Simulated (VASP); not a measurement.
Crystal: GdO.

```
Gd O
1.0
     0.00000    2.70000    2.70000
     2.70000    0.00000    2.70000
     2.70000    2.70000    0.00000
Gd O
1 1
Direct
  0.00000 0.00000 0.00000
  0.75000 0.75000 0.75000
```

Program: VASP 6.6.1. Alike in all runs: task single point; potentials or basis VASP PAW PBE potentials, release 64 (Gd, O); cell as given; k mesh 9 × 9 × 9; cutoff (eV) 520; smearing fermi-dirac 0.05 eV.

Problem. Order these runs on this cell by their pressure, lowest first.
A. level LDA; spin collinear, ferromagnetic start
B. level PBE+U; spin collinear, ferromagnetic start; U Gd f U = 6.0 eV
C. level r2SCAN; spin collinear, ferromagnetic start
D. level PBEsol; spin non-collinear, typed start, SOC

Solution. A (-7.4 GPa), D (-4.4 GPa), C (-2.4 GPa), B (-0.1 GPa).

Caveats: a cell with one magnetic atom can't hold antiferromagnetic order, which such compounds often take; the PAW data sets were made with another functional, which shifts forces and pressure a little (at least some runs); the cell stands under tension (at least some runs).
